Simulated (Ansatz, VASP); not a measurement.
# HfO2 in VASP and in Ansatz

```
Hf O
1.0
    -2.52916   -2.52916    0.00000
     2.52916   -2.52916    0.00000
    -1.26458    0.00000   10.11664
Hf O
4 8
Direct
  0.89062 0.10938 0.43750
  0.32812 0.67188 0.68750
  0.76562 0.23438 0.93750
  0.45312 0.54688 0.18750
  0.48438 0.01562 0.06250
  0.92188 0.57812 0.31250
  0.35938 0.14062 0.56250
  0.79688 0.70312 0.81250
  0.42188 0.07812 0.31250
  0.85938 0.64062 0.56250
  0.29688 0.20312 0.81250
  0.98438 0.51562 0.06250
```

Alike in both runs: task single point; functional r2SCAN; k mesh 6 × 6 × 3; occupations gaussian, width 0.05 eV; no spin polarisation.

|  | VASP | Ansatz |
| --- | --- | --- |
| version | VASP 6.6.1 | Ansatz 0.2.0 |
| potentials or method | VASP PAW PBE potentials, release 64 (Hf_pv, O), cutoff 520 eV | scalar-relativistic, plane waves, PAW |
| valence electrons in the cell | 88 | 152 |

```tsv
	VASP	Ansatz	Ansatz less VASP
gap on the k mesh at the Fermi level (eV)	2.70	2.70	-0.003
least direct gap on the mesh (eV)	2.99	3.00	+0.015
pressure (GPa)	9.4	13.0	+3.60
traceless stress, the component that is largest in VASP (GPa)	-6.63	-6.70	-0.072
rms of the force components (eV/Å)	2.647	2.643	-0.0042
```

VASP's potentials were made for PBE, not for r2SCAN. Atom by atom the forces differ by 0.025 eV/Å (rms over components). VASP's potentials hold 88 valence electrons a cell and Ansatz's 152, so a difference there can come from the potentials and not from the codes.

Spin-orbit coupling is off throughout.
